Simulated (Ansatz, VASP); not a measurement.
# One calculation of C, two programs

```
C
1.0
     2.38435    0.00000    0.00000
    -1.19217    2.06491    0.00000
     0.00000    0.00000    7.86631
C
8
Direct
  0.00000 0.00000 0.09293
  0.00000 0.00000 0.59293
  0.00000 0.00000 0.40707
  0.00000 0.00000 0.90707
  0.33333 0.66667 0.15550
  0.66667 0.33333 0.65550
  0.33333 0.66667 0.34450
  0.66667 0.33333 0.84450
```

Change from the starting cell: strain -0.050 along x and y, -0.050 along z, atoms carried along.

Alike in both runs: task single point; functional r2SCAN; k mesh 12 × 12 × 4; occupations gaussian, width 0.05 eV; no spin polarisation.

```csv
,VASP,Ansatz
version,VASP 6.6.1,Ansatz 0.2.0
potentials or method,"VASP PAW PBE potentials, release 64 (C), cutoff 520 eV","scalar-relativistic, plane waves, PAW"
valence electrons in the cell,32,32
```

|  | VASP | Ansatz | Ansatz less VASP |
| --- | --- | --- | --- |
| gap on the k mesh at the Fermi level (eV) | 5.18 | 5.21 | +0.029 |
| least direct gap on the mesh (eV) | 5.88 | 5.94 | +0.060 |
| pressure (GPa) | 93.6 | 91.7 | -1.89 |
| traceless stress, the component that is largest in VASP (GPa) | 0.38 | 0.41 | +0.023 |
| rms of the force components (eV/Å) | 0.073 | 0.069 | -0.0035 |

VASP's potentials were made for PBE, not for r2SCAN. Atom by atom the forces differ by 0.003 eV/Å (rms over components). Both programs put the cell under a high pressure, so it lies far from rest at this level.

Noted on VASP's run: the cell as given lies far from equilibrium.
